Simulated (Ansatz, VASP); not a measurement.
ScSiS3: VASP beside Ansatz

File INCAR:

```
SYSTEM = ScSiS3
PREC = Accurate
ENCUT = 520
EDIFF = 1E-7
ISMEAR = 0
SIGMA = 0.1
LREAL = .FALSE.
LASPH = .TRUE.
NELM = 100
ALGO = Normal
ISIF = 2
LWAVE = .FALSE.
LCHARG = .FALSE.
GGA = PE
NBANDS = 24
```

The input KPOINTS:

```
regular mesh
0
G
  4 4 4
  0 0 0
```

POSCAR

```
ScSiS3
1.0
    4.5175989000      0.0000000000      0.0000000000
    0.0000000000      4.5175989000      0.0000000000
    0.0000000000      0.0000000000      5.1676085500
Sc Si S
1 1 3
Direct
    0.0000000000      0.0000000000      0.5000000000
    0.5000000000      0.5000000000      0.5000000000
    0.5000000000      0.0000000000      0.5000000000
    0.0000000000      0.5000000000      0.5000000000
    0.0000000000      0.0000000000      0.0000000000
```

Input for Ansatz:

```yaml
crystal:
  lattice:
    - [4.5175989, 0.0, 0.0]
    - [0.0, 4.5175989, 0.0]
    - [0.0, 0.0, 5.16760855]
  atoms:
    - { symbol: Sc, position: [0.0, 0.0, 0.5] }
    - { symbol: Si, position: [0.5, 0.5, 0.5] }
    - { symbol: S, position: [0.5, 0.0, 0.5] }
    - { symbol: S, position: [0.0, 0.5, 0.5] }
    - { symbol: S, position: [0.0, 0.0, 0.0] }
basis:
  ecutwfc: 420
kpoints:
  mp_grid: { grid: [4, 4, 4] }
hamiltonian:
  xc: pbe
scf:
  occupations: { method: gaussian, width: 0.1 }
  lower_state_search: "off"
output:
  forces: true
  stress: true
  eigenvalues: true
```

Alike in both runs: task single point; functional PBE; k mesh 4 × 4 × 4; occupations gaussian, width 0.1 eV; no spin polarisation.

|  | VASP | Ansatz |
| --- | --- | --- |
| version | VASP 6.6.1 | Ansatz 0.2.0 |
| potentials or method | VASP PAW PBE potentials, release 64 (Sc_sv, Si, S), cutoff 520 eV | scalar-relativistic, plane waves, PAW |
| valence electrons in the cell | 33 | 33 |

```tsv
	VASP	Ansatz	Ansatz less VASP
gap on the k mesh at the Fermi level (eV)	none	none	-
pressure (GPa)	18.3	18.2	-0.15
traceless stress, the component that is largest in VASP (GPa)	-21.29	-21.21	+0.079
```

A gap of «none» marks a metal or a gap that the smearing closes.
